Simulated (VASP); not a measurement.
Y: single point with RPBE

Y:

```
Y
1.0
     3.45234    0.00000    0.00000
     0.00000    3.45234    0.00000
     0.00000    0.00000    3.45234
Y
1
Direct
  0.00000 0.00000 0.00000
```

This cell differs from its parent crystal: volume scaled by 1.12.

```
Program             : VASP 6.6.1
Task                : single point
Functional          : RPBE
Potentials or basis : VASP PAW PBE potentials, release 64 (Y_sv)
Cutoff              : 520 eV
k mesh              : 11 × 11 × 11
Occupations         : fermi-dirac, width 0.1 eV
Spin                : no spin polarisation
```

```json
{
  "Pressure": "-2.4 GPa"
}
```

Levels at points of the mesh, in eV from the Fermi level:
```tsv
k point	band 1	band 2	band 3	band 4	band 5	band 6	band 7	band 8	band 9	band 10
(0.00, 0.00, 0.00)	-43.40	-23.16	-23.16	-23.16	-4.19	-0.41	-0.41	4.34	4.34	4.34
```

It took 10 s on 1 thread of Intel(R) Xeon(R) 6975P-C (Granite Rapids), with other jobs on the host, peak memory 0.18 GiB.

Caveat: the PAW data sets were made with another functional, which shifts forces and pressure a little.
